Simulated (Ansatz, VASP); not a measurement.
# SrTe in VASP and in Ansatz

```
CELL_PARAMETERS angstrom
0.00000 3.28791 3.28791
3.28791 0.00000 3.28791
3.28791 3.28791 0.00000
ATOMIC_POSITIONS crystal
Sr 0.00000 0.00000 0.00000
Te 0.50000 0.50000 0.50000
```

Change from the starting cell: volume scaled by 0.9405, PAW files.

Alike in both runs: task electric field gradients; functional PBE; k mesh 7 × 7 × 7; occupations fermi-dirac, width 0.01 eV; no spin polarisation.

```csv
,VASP,Ansatz
version,VASP 6.6.1,Ansatz 0.2.0
potentials or method,"VASP PAW PBE potentials, release 64 (Sr_sv, Te)","PAW with Ansatz's default frozen-core files, scalar-relativistic"
plane-wave cutoff (eV),400,420
valence electrons in the cell,16,26
```

VASP gave:

```
gap on the k mesh at the Fermi level (eV) : 1.64
pressure (GPa)                            : 2.5
```

Task: Estimate Ansatz's values.

Result: gap on the k mesh at the Fermi level (eV): 1.67; pressure (GPa): 2.4.

VASP's potentials hold 16 valence electrons a cell and Ansatz's 26, so a difference there can come from the potentials and not from the codes.

Neither program's run includes spin-orbit coupling.
